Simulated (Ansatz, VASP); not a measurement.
## TiC in VASP and in Ansatz

```
CELL_PARAMETERS angstrom
0.06081 2.16400 2.16400
2.16400 0.06081 2.16400
2.22481 2.22481 0.00000
ATOMIC_POSITIONS crystal
Ti 0.00000 0.00000 0.00000
C 0.50000 0.50000 0.50000
```

Change from the starting cell: strain +0.0562 x Voigt [0, 0, 0, 0, 0, 1], atoms carried along.

Alike in both runs: task single point; functional PBEsol; k mesh 18 × 18 × 18; occupations gaussian, width 0.15 eV; no spin polarisation.

|  | VASP | Ansatz |
| --- | --- | --- |
| version | VASP 6.6.1 | Ansatz 0.2.0 |
| potentials or method | VASP PAW PBE potentials, release 64 (Ti_sv, C), cutoff 520 eV | scalar-relativistic, plane waves, PAW |
| valence electrons in the cell | 16 | 16 |

```tsv
	VASP	Ansatz	Ansatz less VASP
gap on the k mesh at the Fermi level (eV)	none	none	-
pressure (GPa)	-5.7	-5.9	-0.24
traceless stress, the component that is largest in VASP (GPa)	-9.44	-9.49	-0.042
```

VASP's potentials were made for PBE, not for PBEsol. A gap of «none» marks a metal or a gap that the smearing closes. The functional is the same, so the differences come from potentials, cutoffs and numerics.
